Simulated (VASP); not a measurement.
Here is a VASP 6.6.1 calculation.

INCAR

```
SYSTEM = AlP
  PREC = Accurate
  ENCUT = 500
  EDIFF = 1E-6
  ISMEAR = 0
  SIGMA = 0.01
  LREAL = .False.
  LASPH = .True.
  NELM = 120
  ALGO = Normal
  ISIF = 2
  LWAVE = .False.
  LCHARG = .True.
  LELF = .True.
  LVHAR = .True.
  NBANDS = 11
  GGA_COMPAT = .False.
```

Contents of KPOINTS:

```
Automatic mesh
0
Gamma
  8 8 8
  0 0 0
```

POSCAR

```
AlP
1.0
    2.7169267060      2.7169267060      0.0000000000
   -2.7169267060      2.7169267060      0.0000000000
    0.0000000000      2.7169267060      2.7169267060
Al P
1 1
Direct
    0.0000000000      0.0000000000      0.0000000000
    0.7500000000      0.2500000000      0.5000000000
```

Potentials or basis: VASP PAW LDA potentials, release 64 (Al, P).

Run with:

```bash
$ cat potpaw_LDA.64/Al/POTCAR potpaw_LDA.64/P/POTCAR > POTCAR
$ mpirun -np 1 vasp_std > vasp.out
```

(1) Predict the band gap on the k mesh.

(2) Predict the pressure.

Answers

(1) 1.41 eV, indirect (least direct gap 3.24 eV).

(2) 0.1 GPa.
